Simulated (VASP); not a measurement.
# WC (Fm-3m) in VASP: notebook

The runs below take WC through single point, relaxation of cell and atoms, with PBEsol+U, PBE.

Everything below comes from runs of VASP 6.6.1. Logs are shortened: lines on timing, memory, paths and dates and some standing lists are left out, and cuts for length are marked.

## (1) The cell of the first run

Symmetry: Fm-3m, No. 225, cubic system. The conventional cell has a = 4.348 Å, b = 4.348 Å, c = 4.348 Å, α = 90.00°, β = 90.00°, γ = 90.00°. W (site symmetry m-3m) has 6 C at 2.17 Å within 2.9 Å. C (site symmetry m-3m) has 6 W at 2.17 Å within 2.9 Å.

## (2) Single point, PBEsol+U

Input file INCAR:

```
SYSTEM = WC
PREC     = Accurate       ! precision mode
ENCUT    = 910            ! plane-wave cutoff, eV
EDIFF    = 1E-6           ! SCF threshold, eV
ISMEAR   = -1             ! smearing method
SIGMA    = 0.05           ! smearing width, eV
LREAL    = .FALSE.        ! projectors in reciprocal space
LASPH    = .TRUE.         ! aspherical terms in the spheres
NELM     = 200            ! most SCF steps
ALGO     = Normal         ! electronic algorithm
ISIF     = 2              ! what is computed and relaxed
LWAVE    = .FALSE.        ! write WAVECAR
LCHARG   = .FALSE.        ! write CHGCAR
LMAXMIX  = 4              ! l up to which the mixer works
LDAU     = .TRUE.         ! DFT+U
LDAUTYPE = 2            
LDAUL    = 2 -1           ! shell
LDAUU    = 5 0            ! U, eV
LDAUJ    = 0 0          
LDAUPRINT= 1            
GGA      = PS             ! functional
NBANDS   = 16             ! bands
GGA_COMPAT= .FALSE.
```

Input file KPOINTS:

```
regular mesh
0
G
  10 10 10
  0 0 0
```

Input file POSCAR:

```
WC
1.0
    0.0000000000      2.1738082446      2.1738082446
    2.1738082446      0.0000000000      2.1738082446
    2.1738082446      2.1738082446      0.0000000000
W C
1 1
Direct
    0.0000000000      0.0000000000      0.0000000000
    0.5000000000      0.5000000000      0.5000000000
```

Potentials or basis: VASP PAW PBE potentials, release 64 (W_sv, C_h).

Started as:

```
cat potpaw_PBE.64/W_sv/POTCAR potpaw_PBE.64/C_h/POTCAR > POTCAR
mpirun -np 1 vasp_std > vasp.out
```

OUTCAR:

```text
SYSTEM = WC
   PREC = Accurate
   ENCUT = 910
   EDIFF = 1E-6
   ISMEAR = -1
   LREAL = .FALSE.
   LASPH = .TRUE.
   NELM = 200
   ISIF = 2
   GGA = PS

 ion  position               nearest neighbor table
   1  0.000  0.000  0.000-   2 2.17   2 2.17   2 2.17   2 2.17   2 2.17   2 2.17
   2  0.500  0.500  0.500-   1 2.17   1 2.17   1 2.17   1 2.17   1 2.17   1 2.17

  LATTYP: Found a face centered cubic cell.
 ALAT       =     4.3476164892

  Lattice vectors:

 A1 = (   0.0000000000,   2.1738082446,   2.1738082446)
 A2 = (   2.1738082446,   0.0000000000,   2.1738082446)
 A3 = (   2.1738082446,   2.1738082446,   0.0000000000)

Analysis of symmetry for initial positions (statically):
=====================================================================
 Subroutine PRICEL returns:
 Original cell was already a primitive cell.

 Routine SETGRP: Setting up the symmetry group for a
 face centered cubic supercell.

 Subroutine GETGRP returns: Found 48 space group operations
 (whereof 48 operations were pure point group operations)
 out of a pool of 48 trial point group operations.

The static configuration has the point symmetry O_h .

Analysis of symmetry for dynamics (positions and initial velocities):
=====================================================================
 Subroutine PRICEL returns:
 Original cell was already a primitive cell.

 Routine SETGRP: Setting up the symmetry group for a
 face centered cubic supercell.

 Subroutine GETGRP returns: Found 48 space group operations
 (whereof 48 operations were pure point group operations)
 out of a pool of 48 trial point group operations.

The dynamic configuration has the point symmetry O_h .

 Subroutine INISYM returns: Found 48 space group operations
 (whereof 48 operations are pure point group operations),
 and found     1 'primitive' translations

----------------------------------------------------------------------------------------

                                     Primitive cell

  volume of cell :      20.5444

  direct lattice vectors                    reciprocal lattice vectors
     0.000000000  2.173808245  2.173808245    -0.230011088  0.230011088  0.230011088
     2.173808245  0.000000000  2.173808245     0.230011088 -0.230011088  0.230011088
     2.173808245  2.173808245  0.000000000     0.230011088  0.230011088 -0.230011088

  length of vectors
     3.074229102  3.074229102  3.074229102     0.398390891  0.398390891  0.398390891

  position of ions in fractional coordinates (direct lattice)
     0.000000000  0.000000000  0.000000000
     0.500000000  0.500000000  0.500000000

  ion indices of the primitive-cell ions
   primitive index   ion index
                 1           1
                 2           2

----------------------------------------------------------------------------------------

 KPOINTS: regular mesh

Automatic generation of k-mesh.
 Grid dimensions read from file:
 generate k-points for:   10   10   10

 Generating k-lattice:

  Cartesian coordinates                     Fractional coordinates (reciprocal lattice)
    -0.023001109  0.023001109  0.023001109     0.100000000  0.000000000  0.000000000
     0.023001109 -0.023001109  0.023001109     0.000000000  0.100000000  0.000000000
     0.023001109  0.023001109 -0.023001109     0.000000000  0.000000000  0.100000000

  Length of vectors
     0.039839089  0.039839089  0.039839089

  Shift w.r.t. Gamma in fractional coordinates (k-lattice)
     0.000000000  0.000000000  0.000000000

 Subroutine IBZKPT returns following result:
 ===========================================

 Found     47 irreducible k-points:

 Following reciprocal coordinates:
            Coordinates               Weight
  0.000000  0.000000  0.000000      1.000000
  0.100000  0.000000  0.000000      8.000000
  0.200000  0.000000  0.000000      8.000000
  0.300000  0.000000  0.000000      8.000000
  0.400000  0.000000  0.000000      8.000000
  0.500000  0.000000  0.000000      4.000000
[... 16 lines left out ...]
  0.300000  0.300000  0.000000      6.000000
  0.400000  0.300000  0.000000     24.000000
 [... further k-points ...]
   k-points           NKPTS =     47   k-points in BZ     NKDIM =     47   number of bands    NBANDS=     16
   number of dos      NEDOS =    301   number of ions     NIONS =      2
   total plane-waves  NPLWV =  27000
   dimension x,y,z NGX =    30 NGY =   30 NGZ =   30
   dimension x,y,z NGXF=    60 NGYF=   60 NGZF=   60
   ions per type =               1   1
   NGX,Y,Z   is equivalent  to a cutoff of  16.22, 16.22, 16.22 a.u.
   NGXF,Y,Z  is equivalent  to a cutoff of  32.45, 32.45, 32.45 a.u.
 SYSTEM =  WC
   PREC   = accura    normal or accurate (medium, high low for compatibility)
   ISTART =      0    job   : 0-new  1-cont  2-samecut
   ICHARG =      2    charge: 1-file 2-atom 10-const
   ISPIN  =      1    spin polarized calculation?
   LNONCOLLINEAR =      F non collinear calculations
   LSORBIT =      F    spin-orbit coupling
   LASPH  =      T    aspherical Exc in radial PAW
   ENCUT  =  910.0 eV  66.88 Ry    8.18 a.u.   7.56  7.56  7.56*2*pi/ulx,y,z
   NELM   =    200;   NELMIN=  2; NELMDL= -5     # of ELM steps
   EDIFF  = 0.1E-05   stopping-criterion for ELM
   LREAL  =      F    real-space projection
   EDIFFG = 0.1E-04   stopping-criterion for IOM
   NSW    =      0    number of steps for IOM
   IBRION =     -1    ionic relax: 0-MD 1-quasi-New 2-CG
   NFREE  =      0    steps in history (QN), initial steepest desc. (CG)
   ISIF   =      2    stress and relaxation
   ISYM   =      2    0-nonsym 1-usesym 2-fastsym
   POTIM  = 0.5000    time-step for ionic-motion
   TEBEG  =    0.0;   TEEND  =   0.0 temperature during run
   PSTRESS=    0.0 pullay stress
   NELECT =      18.0000    total number of electrons
   NUPDOWN=      -1.0000    fix difference up-down
   EMIN   =  10.00;   EMAX   =-10.00  energy-range for DOS
   EFERMI =   0.00;   METHOD = LEGACY
   ISMEAR =    -1;   SIGMA  =   0.05  broadening in eV -4-tet -1-fermi 0-gaus
   EFERMI_NEDOS =   21; number of points for ismear=-14 and -15
   IALGO  =     38    algorithm
   IMIX   =      4    mixing-type and parameters
     AMIX     =   0.40;   BMIX     =  1.00
     AMIX_MAG =   1.60;   BMIX_MAG =  1.00
  volume/ion in A,a.u.               =      10.27        69.32
  Fermi-wavevector in a.u.,A,eV,Ry     =   1.566515  2.960283 33.388260  2.453968
  Thomas-Fermi vector in A             =   2.668831
   LORBIT       =      0    0 simple, 1 ext, 2 COOP (PROOUT), +10 PAW based schemes
 LDA+U is selected, type is set to LDAUTYPE =  2
   angular momentum for each species LDAUL =     2   -1
   U (eV)           for each species LDAUU =   5.0  0.0
   J (eV)           for each species LDAUJ =   0.0  0.0
   GGA     = PS    functional components
   LHFCALC =     F    Hartree Fock is set to
   AEXX    =    0.0000 exact exchange contribution
   IVDW    =     0    specifies the selected vdW correction
   LEPSILON=     F    determine dielectric tensor
   LRPA    =     F    only Hartree local field effects (RPA)
 non-spin polarized calculation
  energy-cutoff  :      910.00
  volume of cell :       20.54
 maximum number of plane-waves:      1298
   NGX = 15   NGY = 15   NGZ = 15

atom =   1  type =  1  l = 2

 onsite density matrix

spin component  1

  0.3322  0.0000  0.0000  0.0000 -0.0000
  0.0000  0.3322  0.0000  0.0000 -0.0000
  0.0000  0.0000  0.3439 -0.0000  0.0000
  0.0000  0.0000 -0.0000  0.3322  0.0000
 -0.0000 -0.0000  0.0000  0.0000  0.3439

spin component  2

  0.3322  0.0000  0.0000  0.0000 -0.0000
  0.0000  0.3322  0.0000  0.0000 -0.0000
  0.0000  0.0000  0.3439 -0.0000  0.0000
  0.0000  0.0000 -0.0000  0.3322  0.0000
 -0.0000 -0.0000  0.0000  0.0000  0.3439

 occupancies and eigenvectors

  o =  0.3322  v =  1.0000  0.0000  0.0000  0.0000  0.0000  0.0000  0.0000  0.0000  0.0000  0.0000      0.0000  0.0000  0.0000  0.0000  0.0000  0.0000  0.0000  0.0000  0.0000  0.0000
  o =  0.3322  v =  0.0000  0.0000  0.0000  0.0000  0.0000  1.0000  0.0000  0.0000  0.0000  0.0000      0.0000  0.0000  0.0000  0.0000  0.0000  0.0000  0.0000  0.0000  0.0000  0.0000
  o =  0.3322  v =  0.0000  0.9890 -0.0000  0.1479 -0.0000  0.0000  0.0000  0.0000  0.0000  0.0000      0.0000  0.0000  0.0000  0.0000  0.0000  0.0000  0.0000  0.0000  0.0000  0.0000
  o =  0.3322  v =  0.0000  0.0000  0.0000  0.0000  0.0000  0.0000  0.9890 -0.0000  0.1479 -0.0000      0.0000  0.0000  0.0000  0.0000  0.0000  0.0000  0.0000  0.0000  0.0000  0.0000
  o =  0.3322  v =  0.0000  0.1479  0.0000 -0.9890 -0.0000  0.0000  0.0000  0.0000  0.0000  0.0000      0.0000  0.0000  0.0000  0.0000  0.0000  0.0000  0.0000  0.0000  0.0000  0.0000
  o =  0.3322  v =  0.0000  0.0000  0.0000  0.0000  0.0000  0.0000  0.1479  0.0000 -0.9890 -0.0000      0.0000  0.0000  0.0000  0.0000  0.0000  0.0000  0.0000  0.0000  0.0000  0.0000
  o =  0.3439  v =  0.0000 -0.0000  0.0030  0.0000 -1.0000  0.0000  0.0000  0.0000  0.0000  0.0000      0.0000  0.0000  0.0000  0.0000  0.0000  0.0000  0.0000  0.0000  0.0000  0.0000
  o =  0.3439  v =  0.0000  0.0000  0.0000  0.0000  0.0000  0.0000 -0.0000  0.0030  0.0000 -1.0000      0.0000  0.0000  0.0000  0.0000  0.0000  0.0000  0.0000  0.0000  0.0000  0.0000
  o =  0.3439  v =  0.0000  0.0000  0.0000  0.0000  0.0000  0.0000 -0.0000 -1.0000 -0.0000 -0.0030      0.0000  0.0000  0.0000  0.0000  0.0000  0.0000  0.0000  0.0000  0.0000  0.0000
  o =  0.3439  v =  0.0000 -0.0000 -1.0000 -0.0000 -0.0030  0.0000  0.0000  0.0000  0.0000  0.0000      0.0000  0.0000  0.0000  0.0000  0.0000  0.0000  0.0000  0.0000  0.0000  0.0000

 number of electron      18.0000001 magnetization

 Free energy of the ion-electron system (eV)
  ---------------------------------------------------
  ext. energy  EPLUGINS =         0.00000000
  ---------------------------------------------------
  free energy    TOTEN  =       -17.38381189 eV

  energy without entropy =      -17.37693324  energy(sigma->0) =      -17.38037257

 E-fermi :  13.5049     XC(G=0): -14.0360

 val. band max:       13.4652916909   @ k =   0.3000   0.2000   0.1000
 cond. band min:      13.5702967326   @ k =  -0.3000   0.3000   0.1000
 fundamental gap:      0.1050050417
 Fermi energy:        13.5048908207

 k-point     1 :       0.0000    0.0000    0.0000
  band No.  band energies     occupation
      1     -62.6963      2.00000
      2     -26.6579      2.00000
      3     -26.6579      2.00000
      4     -26.6579      2.00000
      5      -2.9141      2.00000
      6      10.6485      2.00000
[... 8 lines left out ...]
     15      22.5818      0.00000
     16      37.0354      0.00000

 k-point     2 :       0.1000    0.0000    0.0000
  band No.  band energies     occupation
      1     -62.6924      2.00000
      2     -26.7215      2.00000
      3     -26.6647      2.00000
      4     -26.6647      2.00000
      5      -2.6229      2.00000
      6       9.6228      2.00000
[... 8 lines left out ...]
     15      23.2759      0.00000
     16      34.1587      0.00000

 k-point     3 :       0.2000    0.0000    0.0000
  band No.  band energies     occupation
      1     -62.6820      2.00000
      2     -26.8849      2.00000
      3     -26.6825      2.00000
      4     -26.6825      2.00000
      5      -1.7998      2.00000
      6       7.8652      2.00000
[... 8 lines left out ...]
     15      24.8490      0.00000
     16      31.0639      0.00000

 k-point     4 :       0.3000    0.0000    0.0000
  band No.  band energies     occupation
      1     -62.6692      2.00000
      2     -27.0812      2.00000
      3     -26.7043      2.00000
      4     -26.7043      2.00000
      5      -0.5789      2.00000
      6       6.0510      2.00000
[... 8 lines left out ...]
     15      25.8857      0.00000
     16      28.8114      0.00000
[... 324 lines left out ...]
 k-point    22 :      -0.2000    0.2000    0.0000
  band No.  band energies     occupation
      1     -62.6647      2.00000
      2     -27.0464      2.00000
      3     -26.8304      2.00000
      4     -26.6981      2.00000
      5      -0.3026      2.00000
      6       5.8245      2.00000
[... 8 lines left out ...]
     15      26.0790      0.00000
     16      26.7592      0.00000

 k-point    23 :       0.3000    0.3000    0.0000
  band No.  band energies     occupation
      1     -62.6601      2.00000
      2     -27.0439      2.00000
      3     -26.8067      2.00000
      4     -26.8067      2.00000
      5      -0.6209      2.00000
      6       5.9102      2.00000
[... 8 lines left out ...]
     15      25.8132      0.00000
     16      28.8113      0.00000

 k-point    24 :       0.4000    0.3000    0.0000
  band No.  band energies     occupation
      1     -62.6518      2.00000
      2     -27.1263      2.00000
      3     -26.8502      2.00000
      4     -26.8309      2.00000
      5      -0.2496      2.00000
      6       5.9972      2.00000
[... 8 lines left out ...]
     15      25.0757      0.00000
     16      28.7931      0.00000

 [... further k-points ...]
[... 5 lines left out ...]
  --------------------------------------------------------------------------------------
  -------------------------------------------------------------------------------------
  Total        1.3458406      1.3458406      1.3458406      0.0000000     -0.0000000      0.0000000
  in kB      104.9567851    104.9567851    104.9567851      0.0000000     -0.0000000      0.0000000
  external PRESSURE =     104.9567851 kB  Pullay stress =       0.0000000 kB

 VOLUME and BASIS-vectors are now :
 -----------------------------------------------------------------------------
  energy-cutoff  :      910.00
  volume of cell :       20.54
      direct lattice vectors                 reciprocal lattice vectors
     0.000000000  2.173808245  2.173808245    -0.230011088  0.230011088  0.230011088
     2.173808245  0.000000000  2.173808245     0.230011088 -0.230011088  0.230011088
     2.173808245  2.173808245  0.000000000     0.230011088  0.230011088 -0.230011088

 POSITION                                       TOTAL-FORCE (eV/Angst)
 -----------------------------------------------------------------------------------
      0.00000      0.00000      0.00000         0.000000      0.000000      0.000000
      2.17381      2.17381      2.17381        -0.000000     -0.000000     -0.000000
 -----------------------------------------------------------------------------------
    total drift:                               -0.000000      0.000000      0.000000

  FREE ENERGIE OF THE ION-ELECTRON SYSTEM (eV)
  ---------------------------------------------------
  free  energy   TOTEN  =       -17.3838118877 eV

  energy  without entropy=      -17.3769332424  energy(sigma->0) =      -17.38037257
```

Wall time 40 s (1 thread of AMD EPYC 7R43 (Zen 3), shared host); peak memory 0.16 GiB.

What came out:

```yaml
Free_energy: -17.3838 eV
Pressure: 10.5 GPa
Band_gap_on_the_k_mesh: zero (band 9 reaches 14.65 eV, above the bottom of band 10 at 11.26 eV)
```

Eigenvalues of the final occupation matrices:
```csv
site,spin,trace,eigenvalues
site 1 d,1,1.68,0.33 0.33 0.33 0.34 0.34
site 1 d,2,1.68,0.33 0.33 0.33 0.34 0.34
```

Caveat: the cutoff is under 1.25 times the usual one of these potentials, so pressure, stress and relaxed cells hold a basis-set (Pulay) error; the PAW data sets were made with another functional, which shifts forces and pressure a little; spin-orbit coupling is left out, which moves the levels of the heavy elements; U without spin polarisation on a metal has little footing; the U is typed as a test and isn't derived for this compound.

(Part 1 of 3 ends here.)
